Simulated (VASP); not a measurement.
Wanted: the native input for a VASP 6.6.1 run.

- Task: relaxation of cell and atoms
- Functional: PBE
- Potentials or basis: VASP PAW PBE potentials, release 64 (Rh_pv, Pd, Ag)
- Cutoff: 600 eV
- k mesh: 2 × 2 × 2, shifted
- Occupations: gaussian, width 0.1 eV
- Spin: no spin polarisation
- Dipole correction: no
- Further INCAR settings: LREAL = Auto; ALGO = Fast; EDIFF = 1e-06; ISYM = 0; IBRION = 2; EDIFFG = -0.04; NSW = 70; ISIF = 3

The structure of Ag6PdRh3 lies in POSCAR:

```
Ag6PdRh3
1.0
   -6.0508183800      4.0338789200      2.0169394600
    6.0508183800      4.0338789200     -2.0169394600
   -2.0169394600     -4.0338789200     -6.0508183800
Rh Pd Ag
6 2 12
Direct
    0.1955860669      0.3969355168      0.5971453140
    0.6976013106      0.8958056689      0.5929731099
    0.3016030957      0.1010268298      0.4011759237
    0.4056082990      0.8001178529      0.1995021205
    0.9991879804      0.0013411932      0.0012110775
    0.8957640730      0.2924096930      0.1993247760
    0.6483869533      0.5544980115      0.7018599090
    0.8546768525      0.9516662309      0.3017623387
    0.0474033083      0.3459693966      0.8945435634
    0.1042828989      0.7008702218      0.7997466560
    0.5517949365      0.8492470578      0.9019436991
    0.1490335628      0.0526524373      0.7038982640
    0.2501358429      0.7512569586      0.4999545019
    0.6046384804      0.2069880779      0.8060128489
    0.3498933600      0.4502859605      0.3011376404
    0.7465592470      0.2475444394      0.4999287833
    0.7967571434      0.6000892570      0.3975892940
    0.4507424198      0.1515884602      0.0944529145
    0.5018972241      0.5025484223      0.0012448886
    0.9506165138      0.6476360752      0.1012238204
```

One way to write it, as run:

INCAR

```
SYSTEM = Ag6PdRh3
ALGO     = Fast           ! electronic algorithm
EDIFF    = 1E-6           ! SCF threshold, eV
EDIFFG   = -0.04          ! ionic threshold
ENCUT    = 600            ! plane-wave cutoff, eV
GGA      = PE             ! functional
IBRION   = 2              ! ionic algorithm
ISIF     = 3              ! what is computed and relaxed
ISMEAR   = 0              ! smearing method
ISYM     = 0            
LASPH    = .TRUE.         ! aspherical terms in the spheres
LCHARG   = .FALSE.        ! write CHGCAR
LREAL    = Auto         
LWAVE    = .FALSE.        ! write WAVECAR
NELM     = 100            ! most SCF steps
NSW      = 70             ! ionic steps
PREC     = Accurate       ! precision mode
SIGMA    = 0.1            ! smearing width, eV
```

KPOINTS

```
Automatic mesh
0
Gamma
  2 2 2
  0.5 0.5 0.5
```

Potentials or basis: VASP PAW PBE potentials, release 64 (Rh_pv, Pd, Ag).

Command:

```console
$ cat potpaw_PBE.64/Rh_pv/POTCAR potpaw_PBE.64/Pd/POTCAR potpaw_PBE.64/Ag/POTCAR > POTCAR
$ mpirun -np 1 vasp_std > vasp.out
```

Results of the run:

The relaxed volume is 16.35 Å³/atom, the relaxed cell is a = 7.510 Å, b = 7.532 Å, c = 7.521 Å, α = 108.44°, β = 108.54°, γ = 111.50° and the space group after relaxing (to 0.1 Å) is P1 (No. 1). The energy gained by relaxing is 29.2 meV/atom. The ionic steps are 15, the pressure after relaxing is -0.1 GPa and the largest force after relaxing is 0.028 eV/Å. The band gap on the k mesh is zero (bands 121 and 122 overlap by 0.03 eV).

Caveat: the k points lie up to 0.52 Å⁻¹ apart in the final cell.

Run time: 50 min on 1 thread of Intel(R) Xeon(R) 6975P-C (Granite Rapids) (shared host), peak memory 0.65 GiB.
